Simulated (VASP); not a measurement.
# BN (F-43m) in VASP: notebook, part 2 of 2

VASP 6.6.1. Earlier steps stand in the parts before.

## 3. Relaxation of cell and atoms, r2SCAN

This run uses another cell than the first one, of 5.96 Å³/atom.

The input, POSCAR:

```
BN
1.0
    0.0000000000      1.8130010000      1.8130010000
    1.8130010000      0.0000000000      1.8130010000
    1.8130010000      1.8130010000      0.0000000000
N B
1 1
Direct
    0.2500000000      0.2500000000      0.2500000000
    0.0000000000      0.0000000000      0.0000000000
```

The input, INCAR.step1:

```
SYSTEM = BN
ALGO = Normal
EDIFF = 1E-4
ENCUT = 600
GGA = PE
ISMEAR = -1
LASPH = .TRUE.
LCHARG = .FALSE.
LREAL = .FALSE.
LWAVE = .TRUE.
NELM = 80
PREC = Accurate
SIGMA = 0.05
```

The input, INCAR.step2:

```
SYSTEM = BN
ALGO = Normal
EDIFF = 1E-6
EDIFFG = -0.01
ENCUT = 600
IBRION = 2
ISIF = 3
ISMEAR = -1
ISTART = 1
LASPH = .TRUE.
LCHARG = .FALSE.
LMIXTAU = .TRUE.
LREAL = .FALSE.
LWAVE = .FALSE.
METAGGA = R2SCAN
NELM = 80
NSW = 60
PREC = Accurate
SIGMA = 0.05
```

The input, KPOINTS:

```
k-points
0
G
  13 13 13
  0 0 0
```

Potentials or basis: VASP PAW PBE potentials, release 64 (N, B).

The run is started by

```console
> cat potpaw_PBE.64/N/POTCAR potpaw_PBE.64/B/POTCAR > POTCAR
> cp INCAR.step1 INCAR
> mpirun -np 1 vasp_std > vasp.out
> cp INCAR.step2 INCAR
> mpirun -np 1 vasp_std > vasp.out
```

OUTCAR:

```text
SYSTEM = BN
   EDIFF = 1E-6
   EDIFFG = -0.01
   ENCUT = 600
   IBRION = 2
   ISIF = 3
   ISMEAR = -1
   ISTART = 1
   LASPH = .TRUE.
   LREAL = .FALSE.
   METAGGA = R2SCAN
   NELM = 80
   NSW = 60
   PREC = Accurate

 ion  position               nearest neighbor table
   1  0.250  0.250  0.250-   2 1.57   2 1.57   2 1.57   2 1.57
   2  0.000  0.000  0.000-   1 1.57   1 1.57   1 1.57   1 1.57

  LATTYP: Found a face centered cubic cell.
 ALAT       =     3.6260020000

  Lattice vectors:

 A1 = (   0.0000000000,   1.8130010000,   1.8130010000)
 A2 = (   1.8130010000,   0.0000000000,   1.8130010000)
 A3 = (   1.8130010000,   1.8130010000,   0.0000000000)

Analysis of symmetry for initial positions (statically):
=====================================================================
 Subroutine PRICEL returns:
 Original cell was already a primitive cell.

 Routine SETGRP: Setting up the symmetry group for a
 face centered cubic supercell.

 Subroutine GETGRP returns: Found 24 space group operations
 (whereof 24 operations were pure point group operations)
 out of a pool of 48 trial point group operations.

The static configuration has the point symmetry T_d .

Analysis of symmetry for dynamics (positions and initial velocities):
=====================================================================
 Subroutine PRICEL returns:
 Original cell was already a primitive cell.

 Routine SETGRP: Setting up the symmetry group for a
 face centered cubic supercell.

 Subroutine GETGRP returns: Found 24 space group operations
 (whereof 24 operations were pure point group operations)
 out of a pool of 48 trial point group operations.

The dynamic configuration has the point symmetry T_d .

 Subroutine INISYM returns: Found 24 space group operations
[... 125 lines left out ...]
   IVDW    =     0    specifies the selected vdW correction
   LEPSILON=     F    determine dielectric tensor
   LRPA    =     F    only Hartree local field effects (RPA)
 conjugate gradient relaxation of ions
 non-spin polarized calculation
  energy-cutoff  :      600.00
  volume of cell :       11.92
 maximum number of plane-waves:       411
   NGX = 11   NGY = 11   NGZ = 11

--------------------------------------- Ionic step        1  -------------------------------------------

 number of electron       7.9999999 magnetization

 Free energy of the ion-electron system (eV)
  ---------------------------------------------------
  ext. energy  EPLUGINS =         0.00000000
  ---------------------------------------------------
  free energy    TOTEN  =       -19.17328795 eV

  energy without entropy =      -19.17328795  energy(sigma->0) =      -19.17328795

------------------------ aborting loop because EDIFF is reached ----------------------------------------

  FORCE on cell =-STRESS in cart. coord.  units (eV):
  Direction    XX          YY          ZZ          XY          YZ          ZX
  --------------------------------------------------------------------------------------
  -------------------------------------------------------------------------------------
  Total       -0.2989303     -0.2989303     -0.2989303      0.0000000     -0.0000000     -0.0000000
  in kB      -40.1842944    -40.1842944    -40.1842944      0.0000000     -0.0000000     -0.0000000
  external PRESSURE =     -40.1842944 kB  Pullay stress =       0.0000000 kB
[... 59 lines left out ...]
--------------------------------------- Ionic step        3  -------------------------------------------

 number of electron       7.9999999 magnetization

 Free energy of the ion-electron system (eV)
  ---------------------------------------------------
  ext. energy  EPLUGINS =         0.00000000
  ---------------------------------------------------
  free energy    TOTEN  =       -19.17487108 eV

  energy without entropy =      -19.17487108  energy(sigma->0) =      -19.17487108

 E-fermi :   8.2377     XC(G=0): -13.6536

 val. band max:        7.2589186419   @ k =   0.0000   0.0000   0.0000
 cond. band min:      12.3149748997   @ k =   0.4615   0.4615   0.0000
 fundamental gap:      5.0560562578
 Fermi energy:         8.2376843448

 k-point     1 :       0.0000    0.0000    0.0000
  band No.  band energies     occupation
      1     -14.0484      2.00000
      2       7.2589      2.00000
      3       7.2589      2.00000
      4       7.2589      2.00000
      5      16.7920      0.00000
      6      16.7920      0.00000
      7      16.7920      0.00000
      8      18.3461      0.00000
[... 243 lines left out ...]
 k-point    24 :       0.4615    0.1538    0.0000
  band No.  band energies     occupation
      1      -9.9692      2.00000
      2      -2.3892      2.00000
      3       3.8505      2.00000
      4       4.3176      2.00000
      5      16.8416      0.00000
      6      20.2044      0.00000
      7      20.6748      0.00000
      8      22.9808      0.00000

 [... further k-points ...]

------------------------ aborting loop because EDIFF is reached ----------------------------------------

  FORCE on cell =-STRESS in cart. coord.  units (eV):
  Direction    XX          YY          ZZ          XY          YZ          ZX
  --------------------------------------------------------------------------------------
  -------------------------------------------------------------------------------------
  Total        0.0004355      0.0004355      0.0004355      0.0000000      0.0000000      0.0000000
  in kB        0.0591669      0.0591669      0.0591669      0.0000000      0.0000000      0.0000000
  external PRESSURE =       0.0591669 kB  Pullay stress =       0.0000000 kB
[... 17 lines left out ...]
  FREE ENERGIE OF THE ION-ELECTRON SYSTEM (eV)
  ---------------------------------------------------
  free  energy   TOTEN  =       -19.1748710801 eV

  energy  without entropy=      -19.1748710800  energy(sigma->0) =      -19.17487108

 reached required accuracy - stopping structural energy minimisation
```

OUTCAR.step1:

```text
SYSTEM = BN
   EDIFF = 1E-4
   ENCUT = 600
   GGA = PE
   ISMEAR = -1
   LASPH = .TRUE.
   LREAL = .FALSE.
[... 483 lines left out ...]
      0.90650      0.90650      0.90650         0.000000     -0.000000     -0.000000
      0.00000      0.00000      0.00000        -0.000000      0.000000      0.000000
 -----------------------------------------------------------------------------------
    total drift:                                0.000000      0.000000      0.000000

  FREE ENERGIE OF THE ION-ELECTRON SYSTEM (eV)
  ---------------------------------------------------
  free  energy   TOTEN  =       -17.4546139038 eV

  energy  without entropy=      -17.4546139037  energy(sigma->0) =      -17.45461390
```

OSZICAR.step1:

```text
N       E                     dE             d eps       ncg     rms          rms(c)
DAV:   1     0.134363166093E+02    0.13436E+02   -0.55697E+03  1384   0.110E+03
DAV:   2    -0.181536779663E+02   -0.31590E+02   -0.30786E+02  1888   0.202E+02
DAV:   3    -0.184060746353E+02   -0.25240E+00   -0.25240E+00  1584   0.208E+01
DAV:   4    -0.184063165351E+02   -0.24190E-03   -0.24190E-03  1840   0.595E-01
DAV:   5    -0.184063166631E+02   -0.12800E-06   -0.12800E-06  1368   0.864E-03    0.663E+00
DAV:   6    -0.175391275344E+02    0.86719E+00   -0.34531E+00  1840   0.143E+01    0.324E+00
DAV:   7    -0.174686698969E+02    0.70458E-01   -0.88460E-02  1808   0.299E+00    0.188E+00
DAV:   8    -0.174543232181E+02    0.14347E-01   -0.41421E-02  1584   0.188E+00    0.187E-01
DAV:   9    -0.174545367950E+02   -0.21358E-03   -0.56533E-04  1408   0.263E-01    0.749E-02
DAV:  10    -0.174546139038E+02   -0.77109E-04   -0.13978E-04  1816   0.126E-01
   1 F= -.17454614E+02 E0= -.17454614E+02  d E =-.168530E-10
```

Wall time 2.9 min (1 thread of Intel Xeon 8259CL, shared host); peak memory 0.1 GiB.

What came out:

* Free energy: -19.1749 eV
* Relaxed volume: 5.90 Å³/atom
* Relaxed cell: a = 2.555 Å, b = 2.555 Å, c = 2.555 Å, α = 60.00°, β = 60.00°, γ = 60.00°
* Space group after relaxing (to 0.1 Å): F-43m (No. 216)
* Energy gained by relaxing: 0.8 meV/atom
* Ionic steps: 3
* Pressure after relaxing: 0.0 GPa
* Band gap on the k mesh: 5.06 eV (least direct gap 9.53 eV)

The path:
```
step  energy change (eV)  largest force (eV/Å)  pressure (GPa)  volume (Å³)
   1              0.0000                0.0000           -4.02        11.92
   2              0.0002                0.0000            4.48        11.66
   3             -0.0016                0.0000            0.01        11.79
```

Final structure:
```xyz
2
Lattice="0.0000 1.8067 1.8067 1.8067 0.0000 1.8067 1.8067 1.8067 0.0000" Properties=species:S:1:pos:R:3 pbc="T T T"
N     0.9033    0.9033    0.9033
B     0.0000    0.0000    0.0000
```

Levels at points of the mesh, in eV from the valence-band top:
| k point | band 1 | band 2 | band 3 | band 4 | band 5 | band 6 | band 7 | band 8 |
| --- | --- | --- | --- | --- | --- | --- | --- | --- |
| (0.00, 0.00, 0.00) | -21.31 | 0.00 | 0.00 | 0.00 | 9.53 | 9.53 | 9.53 | 11.09 |

Caveat: the PAW data sets were made with another functional, which shifts forces and pressure a little; an odd mesh through Γ misses points on the zone boundary, where band edges can lie.
